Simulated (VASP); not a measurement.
# TiAl3 (I4/mmm) in VASP: settings compared

Aim: see how the results for TiAl3 move with the level of theory and the settings. Levels: LDA, PBEsol. Tasks: single point.

Program: VASP 6.6.1. These are calculated values, not measurements. Logs are shortened: lines on timing, memory, paths and dates and some standing lists are left out, and cuts for length are marked.

## (1) The cell of the first run

It takes space group I4/mmm (No. 139, tetragonal). Conventional cell: a = 3.797 Å, b = 3.797 Å, c = 8.504 Å, α = 90.00°, β = 90.00°, γ = 90.00°. Within 3.5 Å of Ti (site symmetry 4/mmm) lie 12 Al at 2.68 to 2.85 Å. Al (site symmetry -4m2) has 8 Al at 2.68 to 2.85 Å and 4 Ti at 2.85 Å within 3.5 Å. Within 3.5 Å of Al (site symmetry 4/mmm) lie 4 Ti at 2.68 Å and 8 Al at 2.85 Å.

## (2) Single point, LDA (volume scaled by 0.98)

File INCAR:

```
PREC = Accurate
ENCUT = 520
EDIFF = 1E-6
ISMEAR = -1
SIGMA = 0.05
LREAL = False
LASPH = True
NELM = 60
ALGO = Normal
ISIF = 2
LWAVE = False
LCHARG = False
NBANDS = 18
```

File KPOINTS:

```
Automatic mesh
0
Gamma
  10 10 10
```

File POSCAR:

```
TiAl3
1.0
   -1.8982801649      1.8982801649      4.2519386083
    1.8982801649     -1.8982801649      4.2519386083
    1.8982801649      1.8982801649     -4.2519386083
Ti Al
1 3
Direct
    0.0000000000      0.0000000000      0.0000000000
    0.2500000000      0.7500000000      0.5000000000
    0.7500000000      0.2500000000      0.5000000000
    0.5000000000      0.5000000000      0.0000000000
```

Potentials or basis: VASP PAW LDA potentials, release 64 (Ti_sv, Al).

On the command line:

```console
cat potpaw_LDA.64/Ti_sv/POTCAR potpaw_LDA.64/Al/POTCAR > POTCAR
mpirun -np 1 vasp_std > vasp.out
```

OUTCAR:

```text
PREC = Accurate
   ENCUT = 520
   EDIFF = 1E-6
   ISMEAR = -1
   LREAL = False
   LASPH = True
   NELM = 60
   ISIF = 2

 ion  position               nearest neighbor table
   1  0.000  0.000  0.000-   4 2.68   4 2.68   4 2.68   4 2.68   3 2.85   2 2.85   3 2.85   2 2.85
                             3 2.85   3 2.85   2 2.85   2 2.85
   2  0.250  0.750  0.500-   3 2.68   3 2.68   3 2.68   3 2.68   4 2.85   1 2.85   4 2.85   4 2.85
                             1 2.85   1 2.85   4 2.85   1 2.85
   3  0.750  0.250  0.500-   2 2.68   2 2.68   2 2.68   2 2.68   4 2.85   1 2.85   4 2.85   1 2.85
                             4 2.85   4 2.85   1 2.85   1 2.85
   4  0.500  0.500  0.000-   1 2.68   1 2.68   1 2.68   1 2.68   3 2.85   2 2.85   3 2.85   3 2.85
                             2 2.85   2 2.85   3 2.85   2 2.85

  LATTYP: Found a body centered tetragonal cell.
 ALAT       =     3.7965603298
 C/A-ratio  =     2.2398899208

  Lattice vectors:

 A1 = (  -1.8982801649,   1.8982801649,   4.2519386083)
 A2 = (   1.8982801649,  -1.8982801649,   4.2519386083)
 A3 = (   1.8982801649,   1.8982801649,  -4.2519386083)

Analysis of symmetry for initial positions (statically):
=====================================================================
 Subroutine PRICEL returns:
 Original cell was already a primitive cell.

 Routine SETGRP: Setting up the symmetry group for a
 body centered tetragonal supercell.

 Subroutine GETGRP returns: Found 16 space group operations
 (whereof 16 operations were pure point group operations)
 out of a pool of 16 trial point group operations.

The static configuration has the point symmetry D_4h.

Analysis of symmetry for dynamics (positions and initial velocities):
=====================================================================
 Subroutine PRICEL returns:
 Original cell was already a primitive cell.

 Routine SETGRP: Setting up the symmetry group for a
 body centered tetragonal supercell.

 Subroutine GETGRP returns: Found 16 space group operations
 (whereof 16 operations were pure point group operations)
 out of a pool of 16 trial point group operations.

The dynamic configuration has the point symmetry D_4h.

 Subroutine INISYM returns: Found 16 space group operations
 (whereof 16 operations are pure point group operations),
 and found     1 'primitive' translations

----------------------------------------------------------------------------------------

                                     Primitive cell

  volume of cell :      61.2869

  direct lattice vectors                    reciprocal lattice vectors
    -1.898280165  1.898280165  4.251938608     0.000000000  0.263396315  0.117593419
     1.898280165 -1.898280165  4.251938608     0.263396315  0.000000000  0.117593419
     1.898280165  1.898280165 -4.251938608     0.263396315  0.263396315  0.000000000

  length of vectors
     5.028510425  5.028510425  5.028510425     0.288454209  0.288454209  0.372498641

  position of ions in fractional coordinates (direct lattice)
     0.000000000  0.000000000  0.000000000
     0.250000000  0.750000000  0.500000000
     0.750000000  0.250000000  0.500000000
     0.500000000  0.500000000  0.000000000

  ion indices of the primitive-cell ions
   primitive index   ion index
                 1           1
                 2           2
                 3           3
                 4           4

----------------------------------------------------------------------------------------

 KPOINTS: Automatic mesh

Automatic generation of k-mesh.
 Grid dimensions read from file:
 generate k-points for:   10   10   10

 Generating k-lattice:

  Cartesian coordinates                     Fractional coordinates (reciprocal lattice)
     0.000000000  0.026339631  0.011759342     0.100000000  0.000000000  0.000000000
     0.026339631  0.000000000  0.011759342     0.000000000  0.100000000  0.000000000
     0.026339631  0.026339631  0.000000000     0.000000000  0.000000000  0.100000000

  Length of vectors
     0.028845421  0.028845421  0.037249864

  Shift w.r.t. Gamma in fractional coordinates (k-lattice)
     0.000000000  0.000000000  0.000000000

 Subroutine IBZKPT returns following result:
 ===========================================

 Found    102 irreducible k-points:

 Following reciprocal coordinates:
            Coordinates               Weight
  0.000000  0.000000  0.000000      1.000000
  0.100000  0.000000 -0.000000      8.000000
  0.200000  0.000000 -0.000000      8.000000
  0.300000  0.000000 -0.000000      8.000000
  0.400000 -0.000000  0.000000      8.000000
  0.500000 -0.000000  0.000000      4.000000
[... 16 lines left out ...]
  0.300000  0.300000 -0.000000      8.000000
  0.400000  0.300000 -0.000000     16.000000
 [... further k-points ...]
   k-points           NKPTS =    102   k-points in BZ     NKDIM =    102   number of bands    NBANDS=     18
   number of dos      NEDOS =    301   number of ions     NIONS =      4
   total plane-waves  NPLWV =  64000
   dimension x,y,z NGX =    40 NGY =   40 NGZ =   40
   dimension x,y,z NGXF=    80 NGYF=   80 NGZF=   80
   ions per type =               1   3
   NGX,Y,Z   is equivalent  to a cutoff of  13.22, 13.22, 13.22 a.u.
   NGXF,Y,Z  is equivalent  to a cutoff of  26.45, 26.45, 26.45 a.u.
 SYSTEM =  unknown system
   PREC   = accura    normal or accurate (medium, high low for compatibility)
   ISTART =      0    job   : 0-new  1-cont  2-samecut
   ICHARG =      2    charge: 1-file 2-atom 10-const
   ISPIN  =      1    spin polarized calculation?
   LNONCOLLINEAR =      F non collinear calculations
   LSORBIT =      F    spin-orbit coupling
   LASPH  =      T    aspherical Exc in radial PAW
   ENCUT  =  520.0 eV  38.22 Ry    6.18 a.u.   9.35  9.35  9.35*2*pi/ulx,y,z
   NELM   =     60;   NELMIN=  2; NELMDL= -5     # of ELM steps
   EDIFF  = 0.1E-05   stopping-criterion for ELM
   LREAL  =      F    real-space projection
   EDIFFG = 0.1E-04   stopping-criterion for IOM
   NSW    =      0    number of steps for IOM
   IBRION =     -1    ionic relax: 0-MD 1-quasi-New 2-CG
   NFREE  =      0    steps in history (QN), initial steepest desc. (CG)
   ISIF   =      2    stress and relaxation
   ISYM   =      2    0-nonsym 1-usesym 2-fastsym
   POTIM  = 0.5000    time-step for ionic-motion
   TEBEG  =    0.0;   TEEND  =   0.0 temperature during run
   PSTRESS=    0.0 pullay stress
   NELECT =      21.0000    total number of electrons
   NUPDOWN=      -1.0000    fix difference up-down
   EMIN   =  10.00;   EMAX   =-10.00  energy-range for DOS
   EFERMI =   0.00;   METHOD = LEGACY
   ISMEAR =    -1;   SIGMA  =   0.05  broadening in eV -4-tet -1-fermi 0-gaus
   EFERMI_NEDOS =   21; number of points for ismear=-14 and -15
   IALGO  =     38    algorithm
   IMIX   =      4    mixing-type and parameters
     AMIX     =   0.40;   BMIX     =  1.00
     AMIX_MAG =   1.60;   BMIX_MAG =  1.00
  volume/ion in A,a.u.               =      15.32       103.40
  Fermi-wavevector in a.u.,A,eV,Ry     =   1.145580  2.164832 17.855652  1.312353
  Thomas-Fermi vector in A             =   2.282268
   LORBIT       =      0    0 simple, 1 ext, 2 COOP (PROOUT), +10 PAW based schemes
   GGA     = CA    functional components
   LHFCALC =     F    Hartree Fock is set to
   AEXX    =    0.0000 exact exchange contribution
   IVDW    =     0    specifies the selected vdW correction
   LEPSILON=     F    determine dielectric tensor
   LRPA    =     F    only Hartree local field effects (RPA)
 non-spin polarized calculation
  energy-cutoff  :      520.00
  volume of cell :       61.29
 maximum number of plane-waves:      1662
 NGX is ok and might be reduce to    40
   NGX = 19   NGY = 19   NGZ = 19

 number of electron      20.9999999 magnetization

 Free energy of the ion-electron system (eV)
  ---------------------------------------------------
  ext. energy  EPLUGINS =         0.00000000
  ---------------------------------------------------
  free energy    TOTEN  =       -22.79969428 eV

  energy without entropy =      -22.78625799  energy(sigma->0) =      -22.79297614

 E-fermi :   8.3299     XC(G=0): -11.0685

 val. band max:        8.3268120624   @ k =  -0.3000  -0.3000   0.2000
 cond. band min:       8.3307331931   @ k =   0.5000   0.5000   0.3000
 fundamental gap:      0.0039211308
 Fermi energy:         8.3298803359

 k-point     1 :       0.0000    0.0000    0.0000
  band No.  band energies     occupation
      1     -47.3470      2.00000
      2     -24.0571      2.00000
      3     -24.0571      2.00000
      4     -23.9780      2.00000
      5      -1.8395      2.00000
      6       5.4537      2.00000
[... 10 lines left out ...]
     17      12.2449      0.00000
     18      12.2499      0.00000

 k-point     2 :       0.1000    0.0000   -0.0000
  band No.  band energies     occupation
      1     -47.3468      2.00000
      2     -24.0602      2.00000
      3     -24.0569      2.00000
      4     -23.9779      2.00000
      5      -1.7126      2.00000
      6       5.0015      2.00000
[... 10 lines left out ...]
     17      12.2870      0.00000
     18      12.9443      0.00000

 k-point     3 :       0.2000    0.0000   -0.0000
  band No.  band energies     occupation
      1     -47.3464      2.00000
      2     -24.0683      2.00000
      3     -24.0564      2.00000
      4     -23.9775      2.00000
      5      -1.3360      2.00000
      6       4.4208      2.00000
[... 10 lines left out ...]
     17      12.5729      0.00000
     18      14.1093      0.00000

 k-point     4 :       0.3000    0.0000   -0.0000
  band No.  band energies     occupation
      1     -47.3459      2.00000
      2     -24.0782      2.00000
      3     -24.0557      2.00000
      4     -23.9771      2.00000
      5      -0.7216      2.00000
      6       3.5080      2.00000
[... 375 lines left out ...]
      4     -23.9764      2.00000
      5      -1.0041      2.00000
      6       5.2621      2.00000
[... 10 lines left out ...]
     17      12.5485      0.00000
     18      14.3672      0.00000

 k-point    23 :       0.3000    0.3000   -0.0000
  band No.  band energies     occupation
      1     -47.3449      2.00000
      2     -24.0763      2.00000
      3     -24.0754      2.00000
      4     -23.9758      2.00000
      5       0.6489      2.00000
      6       3.2127      2.00000
[... 10 lines left out ...]
     17      14.0938      0.00000
     18      14.5842      0.00000

 k-point    24 :       0.4000    0.3000   -0.0000
  band No.  band energies     occupation
      1     -47.3445      2.00000
      2     -24.0835      2.00000
      3     -24.0749      2.00000
      4     -23.9750      2.00000
      5       1.4793      2.00000
      6       2.6060      2.00000
[... 10 lines left out ...]
     17      13.2970      0.00000
     18      14.5099      0.00000

 [... further k-points ...]

------------------------ aborting loop because EDIFF is reached ----------------------------------------

  FORCE on cell =-STRESS in cart. coord.  units (eV):
  Direction    XX          YY          ZZ          XY          YZ          ZX
  --------------------------------------------------------------------------------------
  -------------------------------------------------------------------------------------
  Total       -0.5127816     -0.5127816     -0.4060697      0.0000000     -0.0000000      0.0000000
  in kB      -13.4052642    -13.4052642    -10.6155767      0.0000000     -0.0000000      0.0000000
  external PRESSURE =     -12.4753684 kB  Pullay stress =       0.0000000 kB

 VOLUME and BASIS-vectors are now :
 -----------------------------------------------------------------------------
  energy-cutoff  :      520.00
  volume of cell :       61.29
      direct lattice vectors                 reciprocal lattice vectors
    -1.898280165  1.898280165  4.251938608     0.000000000  0.263396315  0.117593419
     1.898280165 -1.898280165  4.251938608     0.263396315  0.000000000  0.117593419
     1.898280165  1.898280165 -4.251938608     0.263396315  0.263396315  0.000000000

 POSITION                                       TOTAL-FORCE (eV/Angst)
 -----------------------------------------------------------------------------------
      0.00000      0.00000      0.00000         0.000000     -0.000000     -0.000000
      1.89828      0.00000      2.12597         0.000000     -0.000000      0.000000
      0.00000      1.89828      2.12597        -0.000000      0.000000     -0.000000
      0.00000      0.00000      4.25194         0.000000     -0.000000     -0.000000
 -----------------------------------------------------------------------------------
    total drift:                               -0.000000     -0.000000      0.000000

  FREE ENERGIE OF THE ION-ELECTRON SYSTEM (eV)
  ---------------------------------------------------
  free  energy   TOTEN  =       -22.7996942819 eV

  energy  without entropy=      -22.7862579913  energy(sigma->0) =      -22.79297614
```

It took 2.3 min on 1 thread of Intel Xeon Platinum 8488C (Sapphire Rapids), shared host; peak memory 0.26 GiB.

What came out:

```
Free energy : -22.7997 eV
Pressure    : -1.2 GPa
```

Stress tensor (GPa, compression positive):
```
-1.34  0.00  0.00
 0.00 -1.34  0.00
 0.00  0.00 -1.06
```

## (3) Single point, PBEsol (volume scaled by 0.98)

File INCAR:

```
SYSTEM = TiAl3
PREC     = Accurate       ! precision mode
ENCUT    = 520            ! plane-wave cutoff, eV
EDIFF    = 1E-7           ! SCF threshold, eV
ISMEAR   = -1             ! smearing method
SIGMA    = 0.05           ! smearing width, eV
LREAL    = .FALSE.        ! projectors in reciprocal space
LASPH    = .TRUE.         ! aspherical terms in the spheres
NELM     = 100            ! most SCF steps
ALGO     = Normal         ! electronic algorithm
ISIF     = 2              ! what is computed and relaxed
LWAVE    = .FALSE.        ! write WAVECAR
LCHARG   = .TRUE.         ! write CHGCAR
GGA      = PS             ! functional
LELF     = .TRUE.         ! ELF
LVHAR    = .TRUE.       
NBANDS   = 18             ! bands
```

File KPOINTS:

```
Automatic mesh
0
G
  10 10 10
  0 0 0
```

POSCAR is that of step 2.

Potentials or basis: VASP PAW PBE potentials, release 64 (Ti_sv, Al).

On the command line:

```console
cat potpaw_PBE.64/Ti_sv/POTCAR potpaw_PBE.64/Al/POTCAR > POTCAR
mpirun -np 1 vasp_std > vasp.out
```

It took 2.9 min on 1 thread of Intel Xeon Platinum 8488C (Sapphire Rapids), shared host; peak memory 0.3 GiB.

Results (log left out):

* Free energy: -22.2296 eV
* Pressure: 1.9 GPa

Stress tensor (GPa, compression positive):
```
1.98 0.00 0.00
0.00 1.98 0.00
0.00 0.00 1.80
```

Levels at points of the mesh, in eV from the Fermi level:
| k point | band 7 | band 8 | band 9 | band 10 | band 11 | band 12 | band 13 | band 14 | band 15 | band 16 |
| --- | --- | --- | --- | --- | --- | --- | --- | --- | --- | --- |
| (0.00, 0.00, 0.00) | -2.65 | -1.46 | -1.24 | -1.24 | 0.86 | 1.80 | 1.80 | 2.24 | 2.62 | 3.95 |
| (0.50, 0.00, 0.00) | -3.67 | -2.93 | -1.07 | -0.27 | 0.52 | 1.86 | 2.14 | 2.80 | 3.22 | 4.63 |
| (0.50, 0.50, 0.00) | -4.40 | -3.81 | -2.71 | -2.21 | -1.01 | 1.83 | 2.00 | 2.74 | 2.92 | 3.33 |
| (0.50, 0.50, 0.50) | -2.04 | -0.90 | -0.90 | -0.25 | 0.72 | 0.72 | 0.99 | 3.11 | 4.97 | 6.24 |

Caveat: the PAW data sets were made with another functional, which shifts forces and pressure a little.
